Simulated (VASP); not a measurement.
# Sn (Imma) in VASP: single point with PBE

Aim: the single point of Sn with PBE.

All numbers are computed with VASP 6.6.1; they aren't measurements. Logs are shortened: lines on timing, memory, paths and dates and some standing lists are left out, and cuts for length are marked.

**1. The cell of the first run**

Symmetry: Imma, No. 74, orthorhombic system. The conventional cell has a = 4.573 Å, b = 4.573 Å, c = 6.467 Å, α = 90.00°, β = 90.00°, γ = 90.00°. Within 3.6 Å of Sn (site symmetry mm2) lie 4 Sn at 2.74 to 2.86 Å.

**2. Single point, PBE**

The input, INCAR:

```
PREC = Accurate ; ENCUT = 520
EDIFF = 1E-6 ; ISMEAR = 0
SIGMA = 0.05 ; LREAL = False
LASPH = True ; NELM = 80
ALGO = Fast ; ISIF = 2
LWAVE = False ; LCHARG = False
GGA = PE ; NBANDS = 21
```

The input, KPOINTS:

```
Automatic mesh
0
Gamma
  10 10 10
```

The input, POSCAR:

```
Sn
1.0
    0.0000000000      3.2333428000      3.2333428000
    3.2333428000      0.0000000000      3.2333428000
    3.2333428000      3.2333428000      0.0000000000
Sn
2
Direct
    0.0154638723     -0.0154638723      0.0154638723
    0.2500000000      0.2500000000      0.2500000000
```

Potentials or basis: VASP PAW PBE potentials, release 64 (Sn_d).

Run with:

```
> cat potpaw_PBE.64/Sn_d/POTCAR > POTCAR
> mpirun -np 1 vasp_std > vasp.out
```

OUTCAR:

```text
PREC = Accurate
   ENCUT = 520
   EDIFF = 1E-6
   ISMEAR = 0
   LREAL = False
   LASPH = True
   NELM = 80
   ISIF = 2
   GGA = PE

 ion  position               nearest neighbor table
   1  0.015  0.985  0.015-   2 2.74   2 2.74   2 2.86   2 2.86
   2  0.250  0.250  0.250-   1 2.74   1 2.74   1 2.86   1 2.86

  LATTYP: Found a face centered cubic cell.
 ALAT       =     6.4666856000

  Lattice vectors:

 A1 = (   0.0000000000,   3.2333428000,   3.2333428000)
 A2 = (   3.2333428000,   0.0000000000,   3.2333428000)
 A3 = (   3.2333428000,   3.2333428000,   0.0000000000)

Analysis of symmetry for initial positions (statically):
=====================================================================
 Subroutine PRICEL returns:
 Original cell was already a primitive cell.

 Routine SETGRP: Setting up the symmetry group for a
 face centered cubic supercell.

 Subroutine GETGRP returns: Found  8 space group operations
 (whereof  4 operations were pure point group operations)
 out of a pool of 48 trial point group operations.

The static configuration has the point symmetry C_2v.
 The point group associated with its full space group is D_2h.

Analysis of symmetry for dynamics (positions and initial velocities):
=====================================================================
 Subroutine PRICEL returns:
 Original cell was already a primitive cell.

 Routine SETGRP: Setting up the symmetry group for a
 face centered cubic supercell.

 Subroutine GETGRP returns: Found  8 space group operations
 (whereof  4 operations were pure point group operations)
 out of a pool of 48 trial point group operations.

The dynamic configuration has the point symmetry C_2v.
 The point group associated with its full space group is D_2h.

 Subroutine INISYM returns: Found  8 space group operations
 (whereof  4 operations are pure point group operations),
 and found     1 'primitive' translations

----------------------------------------------------------------------------------------

                                     Primitive cell

  volume of cell :      67.6060

  direct lattice vectors                    reciprocal lattice vectors
     0.000000000  3.233342800  3.233342800    -0.154638723  0.154638723  0.154638723
     3.233342800  0.000000000  3.233342800     0.154638723 -0.154638723  0.154638723
     3.233342800  3.233342800  0.000000000     0.154638723  0.154638723 -0.154638723

  length of vectors
     4.572637240  4.572637240  4.572637240     0.267842124  0.267842124  0.267842124

  position of ions in fractional coordinates (direct lattice)
     0.015463872  0.984536128  0.015463872
     0.250000000  0.250000000  0.250000000

  ion indices of the primitive-cell ions
   primitive index   ion index
                 1           1
                 2           2

----------------------------------------------------------------------------------------

 KPOINTS: Automatic mesh

Automatic generation of k-mesh.
 Grid dimensions read from file:
 generate k-points for:   10   10   10

 Generating k-lattice:

  Cartesian coordinates                     Fractional coordinates (reciprocal lattice)
    -0.015463872  0.015463872  0.015463872     0.100000000  0.000000000  0.000000000
     0.015463872 -0.015463872  0.015463872     0.000000000  0.100000000  0.000000000
     0.015463872  0.015463872 -0.015463872     0.000000000  0.000000000  0.100000000

  Length of vectors
     0.026784212  0.026784212  0.026784212

  Shift w.r.t. Gamma in fractional coordinates (k-lattice)
     0.000000000  0.000000000  0.000000000

 Subroutine IBZKPT returns following result:
 ===========================================

 Found    171 irreducible k-points:

 Following reciprocal coordinates:
            Coordinates               Weight
  0.000000  0.000000  0.000000      1.000000
  0.100000  0.000000  0.000000      4.000000
  0.000000  0.100000  0.000000      4.000000
  0.200000  0.000000  0.000000      4.000000
  0.000000  0.200000  0.000000      4.000000
  0.300000  0.000000  0.000000      4.000000
[... 16 lines left out ...]
  0.000000  0.400000  0.100000      8.000000
  0.100000  0.000000  0.400000      4.000000
 [... further k-points ...]
   k-points           NKPTS =    171   k-points in BZ     NKDIM =    171   number of bands    NBANDS=     21
   number of dos      NEDOS =    301   number of ions     NIONS =      2
   total plane-waves  NPLWV =  46656
   dimension x,y,z NGX =    36 NGY =   36 NGZ =   36
   dimension x,y,z NGXF=    72 NGYF=   72 NGZF=   72
   ions per type =               2
   NGX,Y,Z   is equivalent  to a cutoff of  13.09, 13.09, 13.09 a.u.
   NGXF,Y,Z  is equivalent  to a cutoff of  26.18, 26.18, 26.18 a.u.
 SYSTEM =  unknown system
   PREC   = accura    normal or accurate (medium, high low for compatibility)
   ISTART =      0    job   : 0-new  1-cont  2-samecut
   ICHARG =      2    charge: 1-file 2-atom 10-const
   ISPIN  =      1    spin polarized calculation?
   LNONCOLLINEAR =      F non collinear calculations
   LSORBIT =      F    spin-orbit coupling
   LASPH  =      T    aspherical Exc in radial PAW
   ENCUT  =  520.0 eV  38.22 Ry    6.18 a.u.   8.50  8.50  8.50*2*pi/ulx,y,z
   NELM   =     80;   NELMIN=  2; NELMDL= -5     # of ELM steps
   EDIFF  = 0.1E-05   stopping-criterion for ELM
   LREAL  =      F    real-space projection
   EDIFFG = 0.1E-04   stopping-criterion for IOM
   NSW    =      0    number of steps for IOM
   IBRION =     -1    ionic relax: 0-MD 1-quasi-New 2-CG
   NFREE  =      0    steps in history (QN), initial steepest desc. (CG)
   ISIF   =      2    stress and relaxation
   ISYM   =      2    0-nonsym 1-usesym 2-fastsym
   POTIM  = 0.5000    time-step for ionic-motion
   TEBEG  =    0.0;   TEEND  =   0.0 temperature during run
   PSTRESS=    0.0 pullay stress
   NELECT =      28.0000    total number of electrons
   NUPDOWN=      -1.0000    fix difference up-down
   EMIN   =  10.00;   EMAX   =-10.00  energy-range for DOS
   EFERMI =   0.00;   METHOD = LEGACY
   ISMEAR =     0;   SIGMA  =   0.05  broadening in eV -4-tet -1-fermi 0-gaus
   EFERMI_NEDOS =   21; number of points for ismear=-14 and -15
   IALGO  =     68    algorithm
   IMIX   =      4    mixing-type and parameters
     AMIX     =   0.40;   BMIX     =  1.00
     AMIX_MAG =   1.60;   BMIX_MAG =  1.00
  volume/ion in A,a.u.               =      33.80       228.11
  Fermi-wavevector in a.u.,A,eV,Ry     =   1.220298  2.306028 20.260793  1.489126
  Thomas-Fermi vector in A             =   2.355520
   LORBIT       =      0    0 simple, 1 ext, 2 COOP (PROOUT), +10 PAW based schemes
   GGA     = PE    functional components
   LHFCALC =     F    Hartree Fock is set to
   AEXX    =    0.0000 exact exchange contribution
   IVDW    =     0    specifies the selected vdW correction
   LEPSILON=     F    determine dielectric tensor
   LRPA    =     F    only Hartree local field effects (RPA)
 non-spin polarized calculation
 RMM-DIIS sequential band-by-band and
 Gauss-broadening in eV      SIGMA  =   0.05
  energy-cutoff  :      520.00
  volume of cell :       67.61
 maximum number of plane-waves:      1849
 NGX is ok and might be reduce to    36
   NGX = 17   NGY = 17   NGZ = 17

 number of electron      28.0000007 magnetization

 Free energy of the ion-electron system (eV)
  ---------------------------------------------------
  ext. energy  EPLUGINS =         0.00000000
  ---------------------------------------------------
  free energy    TOTEN  =        -7.58452017 eV

  energy without entropy =       -7.58438730  energy(sigma->0) =       -7.58445373

 E-fermi :   5.8424     XC(G=0):  -8.9239

 val. band max:        5.7632744591   @ k =   0.1000   0.0000   0.0000
 cond. band min:       5.8593813551   @ k =   0.0000   0.0000   0.0000
 fundamental gap:      0.0961068960
 Fermi energy:         5.8423912242

 k-point     1 :       0.0000    0.0000    0.0000
  band No.  band energies     occupation
      1     -15.9915      2.00000
      2     -15.9684      2.00000
      3     -15.9255      2.00000
      4     -15.9027      2.00000
      5     -15.8972      2.00000
      6     -15.5975      2.00000
[... 13 lines left out ...]
     20      13.7445      0.00000
     21      13.7493      0.00000

 k-point     2 :       0.1000    0.0000    0.0000
  band No.  band energies     occupation
      1     -15.9966      2.00000
      2     -15.9711      2.00000
      3     -15.9237      2.00000
      4     -15.8952      2.00000
      5     -15.8888      2.00000
      6     -15.6015      2.00000
[... 13 lines left out ...]
     20      13.0257      0.00000
     21      13.0439      0.00000

 k-point     3 :       0.0000    0.1000    0.0000
  band No.  band energies     occupation
      1     -15.9973      2.00000
      2     -15.9730      2.00000
      3     -15.9404      2.00000
      4     -15.8844      2.00000
      5     -15.8841      2.00000
      6     -15.6104      2.00000
[... 13 lines left out ...]
     20      12.9624      0.00000
     21      12.9992      0.00000

 k-point     4 :       0.2000    0.0000    0.0000
  band No.  band energies     occupation
      1     -16.0068      2.00000
      2     -15.9763      2.00000
      3     -15.9164      2.00000
      4     -15.8791      2.00000
      5     -15.8715      2.00000
      6     -15.6129      2.00000
[... 13 lines left out ...]
     20      12.6261      0.00000
     21      12.6781      0.00000

 k-point     5 :       0.0000    0.2000    0.0000
  band No.  band energies     occupation
      1     -16.0111      2.00000
      2     -15.9780      2.00000
      3     -15.9566      2.00000
      4     -15.8603      2.00000
      5     -15.8589      2.00000
      6     -15.6300      2.00000
[... 13 lines left out ...]
     20      12.5472      0.00000
     21      12.5753      0.00000
[... 382 lines left out ...]
     20      12.9394      0.00000
     21      13.4760      0.00000

 k-point    22 :       0.4000    0.1000    0.0000
  band No.  band energies     occupation
      1     -16.0283      2.00000
      2     -15.9852      2.00000
      3     -15.8909      2.00000
      4     -15.8444      2.00000
      5     -15.8354      2.00000
      6     -15.6708      2.00000
[... 13 lines left out ...]
     20      13.7107      0.00000
     21      14.3151      0.00000

 k-point    23 :       0.0000    0.4000    0.1000
  band No.  band energies     occupation
      1     -16.0290      2.00000
      2     -16.0004      2.00000
      3     -15.9574      2.00000
      4     -15.8306      2.00000
      5     -15.8146      2.00000
      6     -15.6737      2.00000
[... 13 lines left out ...]
     20      13.5594      0.00000
     21      14.0795      0.00000

 k-point    24 :       0.1000    0.0000    0.4000
  band No.  band energies     occupation
      1     -16.0203      2.00000
      2     -15.9847      2.00000
      3     -15.9068      2.00000
      4     -15.8527      2.00000
      5     -15.8269      2.00000
      6     -15.6714      2.00000
[... 13 lines left out ...]
     20      13.6398      0.00000
     21      14.1898      0.00000

 [... further k-points ...]
[... 5 lines left out ...]
  --------------------------------------------------------------------------------------
  -------------------------------------------------------------------------------------
  Total        1.6839825      1.6020395      1.6839825      0.0000000      0.0000000      1.0401939
  in kB       39.9082702     37.9663239     39.9082702      0.0000000      0.0000000     24.6512882
  external PRESSURE =      39.2609548 kB  Pullay stress =       0.0000000 kB

 VOLUME and BASIS-vectors are now :
 -----------------------------------------------------------------------------
  energy-cutoff  :      520.00
  volume of cell :       67.61
      direct lattice vectors                 reciprocal lattice vectors
     0.000000000  3.233342800  3.233342800    -0.154638723  0.154638723  0.154638723
     3.233342800  0.000000000  3.233342800     0.154638723 -0.154638723  0.154638723
     3.233342800  3.233342800  0.000000000     0.154638723  0.154638723 -0.154638723

 POSITION                                       TOTAL-FORCE (eV/Angst)
 -----------------------------------------------------------------------------------
      3.23334      0.10000      3.23334        -0.000000     -0.811362     -0.000000
      1.61667      1.61667      1.61667         0.000000      0.811362      0.000000
 -----------------------------------------------------------------------------------
    total drift:                               -0.000000      0.000044     -0.000000

  FREE ENERGIE OF THE ION-ELECTRON SYSTEM (eV)
  ---------------------------------------------------
  free  energy   TOTEN  =        -7.5845201706 eV

  energy  without entropy=       -7.5843872980  energy(sigma->0) =       -7.58445373
```

It took 2.7 min on 1 thread of Intel Xeon Platinum 8488C (Sapphire Rapids), shared host; peak memory 0.34 GiB.

Results:

```yaml
Free_energy: -7.5845 eV
Pressure: 3.9 GPa
Largest_force: 0.811 eV/Å
Band_gap_on_the_k_mesh: zero (band 14 reaches 5.91 eV, above the bottom of band 15 at 5.64 eV)
```

Forces in eV/Å, atoms in the order of the input:
```
Sn   0.000 -0.811  0.000
Sn   0.000  0.811  0.000
```

Stress tensor (GPa, compression positive):
```
3.99 0.00 2.47
0.00 3.80 0.00
2.47 0.00 3.99
```

Levels at points of the mesh, in eV from the Fermi level:
| k point | band 10 | band 11 | band 12 | band 13 | band 14 | band 15 | band 16 | band 17 | band 18 | band 19 |
| --- | --- | --- | --- | --- | --- | --- | --- | --- | --- | --- |
| (0.00, 0.00, 0.00) | -21.41 | -10.77 | -0.65 | -0.33 | 0.02 | 0.32 | 1.80 | 2.06 | 2.35 | 4.93 |
| (0.50, 0.00, 0.00) | -21.36 | -9.22 | -6.20 | -1.42 | -1.05 | -0.20 | 2.85 | 3.35 | 5.49 | 8.66 |
| (0.00, 0.50, 0.00) | -21.34 | -9.03 | -6.65 | -1.37 | -1.04 | 0.04 | 2.94 | 3.45 | 5.60 | 8.29 |
| (0.50, 0.50, 0.00) | -21.33 | -7.65 | -7.65 | -2.57 | -2.57 | 0.71 | 0.71 | 7.72 | 7.72 | 9.27 |
| (0.50, 0.00, 0.50) | -21.33 | -7.90 | -7.36 | -2.69 | -2.50 | 0.51 | 0.93 | 7.54 | 7.89 | 9.06 |

Caveat: spin-orbit coupling is left out, which moves the levels of the heavy elements.
